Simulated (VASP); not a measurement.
# BeCr3 (Pm-3m) in VASP: further runs, part 2 of 2

VASP 6.6.1. Earlier steps stand in the parts before.

## Step 3: Single point, PBE, collinear spin, ferromagnetic start

File INCAR:

```
SYSTEM = BeCr3
PREC     = Accurate       ! precision mode
ENCUT    = 520            ! plane-wave cutoff, eV
EDIFF    = 1E-6           ! SCF threshold, eV
ISMEAR   = -1             ! smearing method
SIGMA    = 0.05           ! smearing width, eV
LREAL    = .False.        ! projectors in reciprocal space
LASPH    = .True.         ! aspherical terms in the spheres
NELM     = 150            ! most SCF steps
ALGO     = Normal         ! electronic algorithm
ISIF     = 2              ! what is computed and relaxed
LWAVE    = .False.        ! write WAVECAR
LCHARG   = .False.        ! write CHGCAR
ISPIN    = 2              ! spin polarisation
MAGMOM   = 0.733333 0.733333 0.733333 0 ! initial moments
LORBIT   = 11             ! projections on sites
NUPDOWN  = 2.2            ! fixed moment
LMAXMIX  = 4              ! l up to which the mixer works
GGA      = PE             ! functional
NBANDS   = 31             ! bands
```

File KPOINTS:

```
regular mesh
0
Gamma
  6 6 6
  0 0 0
```

File POSCAR:

```
BeCr3
1.0
    3.5112140000      0.0000000000      0.0000000000
    0.0000000000      3.5112140000      0.0000000000
    0.0000000000      0.0000000000      3.5112140000
Cr Be
3 1
Direct
    0.5000000000      0.5000000000      0.0000000000
    0.5000000000      0.0000000000      0.5000000000
    0.0000000000      0.5000000000      0.5000000000
    0.0000000000      0.0000000000      0.0000000000
```

Potentials or basis: VASP PAW PBE potentials, release 64 (Cr_pv, Be).

Run with:

```sh
$ cat potpaw_PBE.64/Cr_pv/POTCAR potpaw_PBE.64/Be/POTCAR > POTCAR
$ mpirun -np 1 vasp_std > vasp.out
```

OUTCAR:

```text
SYSTEM = BeCr3
   PREC = Accurate
   ENCUT = 520
   EDIFF = 1E-6
   ISMEAR = -1
   LREAL = .False.
   LASPH = .True.
   NELM = 150
   ISIF = 2
   ISPIN = 2
   LORBIT = 11
   NUPDOWN = 2.2
   GGA = PE

 ion  position               nearest neighbor table
   1  0.500  0.500  0.000-   2 2.48   3 2.48   4 2.48   2 2.48   3 2.48   2 2.48   4 2.48   2 2.48
                             3 2.48   4 2.48   3 2.48   4 2.48
   2  0.500  0.000  0.500-   1 2.48   3 2.48   4 2.48   1 2.48   4 2.48   1 2.48   3 2.48   1 2.48
                             3 2.48   4 2.48   4 2.48   3 2.48
   3  0.000  0.500  0.500-   1 2.48   2 2.48   4 2.48   1 2.48   4 2.48   2 2.48   4 2.48   4 2.48
                             1 2.48   2 2.48   1 2.48   2 2.48
   4  0.000  0.000  0.000-   1 2.48   2 2.48   3 2.48   2 2.48   3 2.48   1 2.48   3 2.48   3 2.48
                             1 2.48   2 2.48   2 2.48   1 2.48

  LATTYP: Found a simple cubic cell.
[... 1587 lines left out ...]
 -----------------------------------------------------------------------------------
      1.75561      1.75561      0.00000         0.000000      0.000000      0.000000
      1.75561      0.00000      1.75561         0.000000      0.000000      0.000000
      0.00000      1.75561      1.75561         0.000000      0.000000      0.000000
      0.00000      0.00000      0.00000         0.000000      0.000000      0.000000
 -----------------------------------------------------------------------------------
    total drift:                                0.000000      0.000000      0.000000

  FREE ENERGIE OF THE ION-ELECTRON SYSTEM (eV)
  ---------------------------------------------------
  free  energy   TOTEN  =       -31.3689788964 eV

  energy  without entropy=      -31.3138981063  energy(sigma->0) =      -31.34143850

 total charge

# of ion       s       p       d       tot
------------------------------------------
    1        0.426   6.366   4.265  11.058
    2        0.426   6.366   4.265  11.058
    3        0.426   6.366   4.265  11.058
    4        0.446   0.724   0.000   1.170
--------------------------------------------------
tot          1.725  19.823  12.796  34.344

 magnetization (x)

# of ion       s       p       d       tot
------------------------------------------
    1        0.006   0.027   0.659   0.693
    2        0.006   0.027   0.659   0.693
    3        0.006   0.027   0.659   0.693
    4       -0.008   0.006   0.000  -0.002
--------------------------------------------------
tot          0.011   0.088   1.978   2.076
```

OSZICAR:

```text
N       E                     dE             d eps       ncg     rms          rms(c)
DAV:   1     0.441182416425E+03    0.44118E+03   -0.21181E+04  2496   0.147E+03
DAV:   2    -0.182989459111E+02   -0.45948E+03   -0.44164E+03  2487   0.453E+02
DAV:   3    -0.371973103979E+02   -0.18898E+02   -0.18506E+02  2767   0.109E+02
DAV:   4    -0.374600355506E+02   -0.26273E+00   -0.26255E+00  2951   0.123E+01
DAV:   5    -0.374671134120E+02   -0.70779E-02   -0.70667E-02  3064   0.193E+00    0.238E+01
DAV:   6    -0.317760803086E+02    0.56910E+01   -0.32745E+01  2713   0.525E+01    0.643E+00
DAV:   7    -0.313963362443E+02    0.37974E+00   -0.33577E+00  2761   0.157E+01    0.237E+00
DAV:   8    -0.313851727374E+02    0.11164E-01   -0.17766E-01  3026   0.163E+00    0.142E+00
DAV:   9    -0.313693094129E+02    0.15863E-01   -0.28622E-02  2697   0.976E-01    0.431E-01
DAV:  10    -0.313689927548E+02    0.31666E-03   -0.16150E-03  3372   0.293E-01    0.165E-01
DAV:  11    -0.313689764804E+02    0.16274E-04   -0.33641E-04  2821   0.157E-01    0.645E-02
DAV:  12    -0.313689866211E+02   -0.10141E-04   -0.19300E-05  3002   0.377E-02    0.253E-02
DAV:  13    -0.313689822183E+02    0.44029E-05   -0.39885E-06  2526   0.153E-02    0.887E-03
DAV:  14    -0.313689798687E+02    0.23496E-05   -0.76692E-07  1935   0.725E-03    0.317E-03
DAV:  15    -0.313689788964E+02    0.97232E-06   -0.27756E-07  1730   0.382E-03
   1 F= -.31368979E+02 E0= -.31341439E+02  d E =-.550808E-01  mag=     2.2000
```

It took 51 s on 1 thread of Intel Xeon Platinum 8488C (Sapphire Rapids), shared host; peak memory 0.19 GiB.

What came out:

| Property | Result |
| --- | --- |
| Free energy | -31.3690 eV |
| Pressure | 2.7 GPa |
| Net moment | 2.20 μB per cell |
| Site moments | Cr +0.69; Be -0.00 μB |
| Valence electrons inside the program's atomic spheres | Cr 11.06; Be 1.17 |

Caveat: the total moment is fixed, so each spin has its own Fermi level.

## Step 4: Single point, PBE, collinear spin, ferromagnetic start

File INCAR:

```
ALGO = Normal
EDIFF = 1E-6
ENCUT = 520
GGA = PE
ISIF = 2
ISMEAR = -1
ISPIN = 2
LASPH = True
LCHARG = False
LMAXMIX = 4
LORBIT = 11
LREAL = False
LWAVE = False
MAGMOM = 1.5 1.5 1.5 0
NBANDS = 31
NELM = 150
NUPDOWN = 4.5
PREC = Accurate
SIGMA = 0.05
```

File KPOINTS:

```
k-points
0
Gamma
  6 6 6
```

POSCAR is that of step 3.

Run with:

```sh
$ cat potpaw_PBE.64/Cr_pv/POTCAR potpaw_PBE.64/Be/POTCAR > POTCAR
$ mpirun -np 1 vasp_std > vasp.out
```

It took 52 s on 1 thread of Intel Xeon Platinum 8488C (Sapphire Rapids), shared host; peak memory 0.18 GiB.

The run converged. Its results:

| Item | Value |
| --- | --- |
| Free energy | -30.5408 eV |
| Pressure | 11.3 GPa |
| Net moment | 4.50 μB per cell |
| Site moments | Cr +1.44; Be -0.03 μB |
| Valence electrons inside the program's atomic spheres | Cr 11.06; Be 1.17 |

Caveat: the total moment is fixed, so each spin has its own Fermi level.

## Step 5: Single point, PBE, collinear spin, ferromagnetic start

File INCAR:

```
SYSTEM = BeCr3
PREC = Accurate
ENCUT = 520
EDIFF = 1E-6
ISMEAR = -1
SIGMA = 0.05
LREAL = .FALSE.
LASPH = .TRUE.
NELM = 150
ALGO = Normal
ISIF = 2
LWAVE = .FALSE.
LCHARG = .FALSE.
ISPIN = 2
MAGMOM = 2.26667 2.26667 2.26667 0
LORBIT = 11
NUPDOWN = 6.8
LMAXMIX = 4
GGA = PE
NBANDS = 31
```

File KPOINTS:

```
Automatic mesh
0
G
  6 6 6
  0 0 0
```

POSCAR is that of step 4.

Run with:

```sh
$ cat potpaw_PBE.64/Cr_pv/POTCAR potpaw_PBE.64/Be/POTCAR > POTCAR
$ mpirun -np 1 vasp_std > vasp.out
```

Wall time 58 s (1 thread of Intel Xeon Platinum 8488C (Sapphire Rapids), shared host); peak memory 0.19 GiB.

Results (log left out):

| Property | Result |
| --- | --- |
| Free energy | -29.2746 eV |
| Pressure | 25.0 GPa |
| Net moment | 6.80 μB per cell |
| Site moments | Cr +2.16; Be -0.06 μB |
| Valence electrons inside the program's atomic spheres | Cr 11.07; Be 1.18 |

Caveat: the total moment is fixed, so each spin has its own Fermi level.

## Step 6: Single point, PBE, collinear spin, ferromagnetic start

File INCAR:

```
SYSTEM = BeCr3
PREC = Accurate ; ENCUT = 520
EDIFF = 1E-6 ; ISMEAR = -1
SIGMA = 0.05 ; LREAL = .FALSE.
LASPH = .TRUE. ; NELM = 150
ALGO = Normal ; ISIF = 2
LWAVE = .FALSE. ; LCHARG = .FALSE.
ISPIN = 2 ; MAGMOM = 3 3 3 0
LORBIT = 11 ; NUPDOWN = 9.0
LMAXMIX = 4 ; GGA = PE
NBANDS = 31
```

KPOINTS is that of step 5.

POSCAR is that of step 5.

Potentials or basis: VASP PAW PBE potentials, release 64 (Cr_pv, Be).

Run with:

```sh
$ cat potpaw_PBE.64/Cr_pv/POTCAR potpaw_PBE.64/Be/POTCAR > POTCAR
$ mpirun -np 1 vasp_std > vasp.out
```

Wall time 50 s (1 thread of Intel Xeon Platinum 8488C (Sapphire Rapids), shared host); peak memory 0.19 GiB.

The run converged. Its results:

| Item | Value |
| --- | --- |
| Free energy | -27.6826 eV |
| Pressure | 42.6 GPa |
| Net moment | 9.00 μB per cell |
| Site moments | Cr +2.84; Be -0.08 μB |
| Valence electrons inside the program's atomic spheres | Cr 11.08; Be 1.19 |

Caveat: the total moment is fixed, so each spin has its own Fermi level.

## Step 7: The runs side by side

```csv
spin,fixed moment (μB),pressure (GPa),moment (μB)
"collinear, zero start",0.0,-1.0,0.00
"collinear, ferromagnetic start",2.2,2.7,2.20
"collinear, ferromagnetic start",4.5,11.3,4.50
"collinear, ferromagnetic start",6.8,25.0,6.80
"collinear, ferromagnetic start",9.0,42.6,9.00
```

Alike in all rows: task single point; level PBE; potentials or basis VASP PAW PBE potentials, release 64 (Cr_pv, Be); cell as given; k mesh 6 × 6 × 6; cutoff (eV) 520; smearing fermi-dirac 0.05 eV.

Caveats: the total moment is fixed, so each spin has its own Fermi level.

Total energies depend on the potentials used, so only differences within one code and one set of settings carry meaning.
